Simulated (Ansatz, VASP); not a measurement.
**GaAs: VASP beside Ansatz**

INCAR

```
SYSTEM = GaAs
ALGO = Normal
EDIFF = 1E-6
ENCUT = 520
GGA = PE
ISIF = 2
ISMEAR = -1
LASPH = .True.
LCHARG = .False.
LREAL = .False.
LWAVE = .False.
NBANDS = 16
NELM = 60
PREC = Accurate
SIGMA = 0.06
```

File KPOINTS:

```
k-points
0
Gamma
  6 6 6
  0 0 0
```

POSCAR

```
GaAs
1.0
    0.0000000000      2.8268500000      2.8268500000
    2.8268500000      0.0000000000      2.8268500000
    2.8268500000      2.8268500000      0.0000000000
As Ga
1 1
Direct
    0.7500000000      0.7500000000      0.7500000000
    0.0000000000      0.0000000000      0.0000000000
```

input.yaml

```yaml
crystal:
  lattice:
    - [0.0, 2.82685, 2.82685]
    - [2.82685, 0.0, 2.82685]
    - [2.82685, 2.82685, 0.0]
  atoms:
    - { symbol: As, position: [0.75, 0.75, 0.75] }
    - { symbol: Ga, position: [0.0, 0.0, 0.0] }
kpoints:
  mp_grid: { grid: [6, 6, 6] }
scf:
  occupations: { method: fermi_dirac, width: 0.06 }
hamiltonian:
  xc: pbe
  pseudopotentials: { kind: all_electron, lapw: { basis_error: 0.004 } }
output:
  forces: true
  stress: true
  eigenvalues: true
```

Alike in both runs: task single point; functional PBE; k mesh 6 × 6 × 6; occupations fermi-dirac, width 0.06 eV; no spin polarisation.

```csv
,VASP,Ansatz
version,VASP 6.6.1,Ansatz 0.2.0
potentials or method,"VASP PAW PBE potentials, release 64 (As, Ga_d), cutoff 520 eV","all-electron LAPW, scalar-relativistic"
```

Ansatz gave:

```
gap on the k mesh at the Fermi level (eV) : 0.52
least direct gap on the mesh (eV)         : 0.52
pressure (GPa)                            : 3.3
```

Q: Which values does VASP return?

A: gap on the k mesh at the Fermi level (eV): 0.52; least direct gap on the mesh (eV): 0.52; pressure (GPa): 3.4.

Ansatz ran all-electron here, and VASP with PAW potentials.
